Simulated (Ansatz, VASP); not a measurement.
**One calculation of C, two programs**

INCAR

```
SYSTEM = C
ALGO = Normal ; EDIFF = 1E-6
EDIFFG = -0.01 ; ENCUT = 600
GGA = PE ; IBRION = 2
ISIF = 3 ; ISMEAR = 0
LASPH = .True. ; LCHARG = .False.
LREAL = .False. ; LWAVE = .False.
NELM = 80 ; NSW = 100
PREC = Accurate ; SIGMA = 0.02
```

KPOINTS

```
k-points
0
Gamma
  6 6 6
  0 0 0
```

POSCAR

```
C
1.0
    4.1564222005      0.0000000000      0.0000000000
   -2.0782111003      3.5995672145      0.0000000000
    0.0000000000      0.0000000000      4.9866556621
C
12
Direct
    0.0839665879      0.7185265490      0.9523422388
    0.2814734510      0.3654400389      0.6190089054
    0.6345599611      0.9160334121      0.2856755721
    0.9160334121      0.2814734510      0.4523422388
    0.7185265490      0.6345599611      0.1190089054
    0.3654400389      0.0839665879      0.7856755721
    0.0839665879      0.3654400389      0.8809910946
    0.6345599611      0.7185265490      0.5476577612
    0.2814734510      0.9160334121      0.2143244279
    0.9160334121      0.6345599611      0.3809910946
    0.3654400389      0.2814734510      0.0476577612
    0.7185265490      0.0839665879      0.7143244279
```

Input for Ansatz:

```yaml
crystal:
  lattice:
    - [4.1564222005, 0.0, 0.0]
    - [-2.0782111003, 3.5995672145, 0.0]
    - [0.0, 0.0, 4.9866556621]
  atoms:
    - { symbol: C, position: [0.0839665879, 0.718526549, 0.9523422388] }
    - { symbol: C, position: [0.281473451, 0.3654400389, 0.6190089054] }
    - { symbol: C, position: [0.6345599611, 0.9160334121, 0.2856755721] }
    - { symbol: C, position: [0.9160334121, 0.281473451, 0.4523422388] }
    - { symbol: C, position: [0.718526549, 0.6345599611, 0.1190089054] }
    - { symbol: C, position: [0.3654400389, 0.0839665879, 0.7856755721] }
    - { symbol: C, position: [0.0839665879, 0.3654400389, 0.8809910946] }
    - { symbol: C, position: [0.6345599611, 0.718526549, 0.5476577612] }
    - { symbol: C, position: [0.281473451, 0.9160334121, 0.2143244279] }
    - { symbol: C, position: [0.9160334121, 0.6345599611, 0.3809910946] }
    - { symbol: C, position: [0.3654400389, 0.281473451, 0.0476577612] }
    - { symbol: C, position: [0.718526549, 0.0839665879, 0.7143244279] }
basis:
  ecutwfc: 420
kpoints:
  mp_grid: { grid: [6, 6, 6] }
hamiltonian:
  xc: pbe
scf:
  occupations: { method: gaussian, width: 0.02 }
output:
  forces: true
  stress: true
  eigenvalues: true
  write_density: true
  write_potential: true
  elf: true
  volumetric_format: npy
relax:
  adjacent_minimum: "off"
  f_tol: 0.01
  max_steps: 80
  cell: { stress_tol: 0.05 }
```

Alike in both runs: task relaxation of cell and atoms; functional PBE; k mesh 6 × 6 × 6; occupations gaussian, width 0.02 eV; no spin polarisation.

```csv
,VASP,Ansatz
version,VASP 6.6.1,Ansatz 0.2.0
potentials or method,"VASP PAW PBE potentials, release 64 (C), cutoff 600 eV","scalar-relativistic, plane waves, PAW"
valence electrons in the cell,48,48
```

```tsv
	VASP	Ansatz	Ansatz less VASP
gap on the k mesh at the Fermi level, each at its own relaxed structure (eV)	2.28	2.29	+0.005
relaxed volume (Å³/atom)	6.22	6.22	0.000
relaxed cell length with the largest relative difference (Å)	4.989	4.989	+0.0008
```
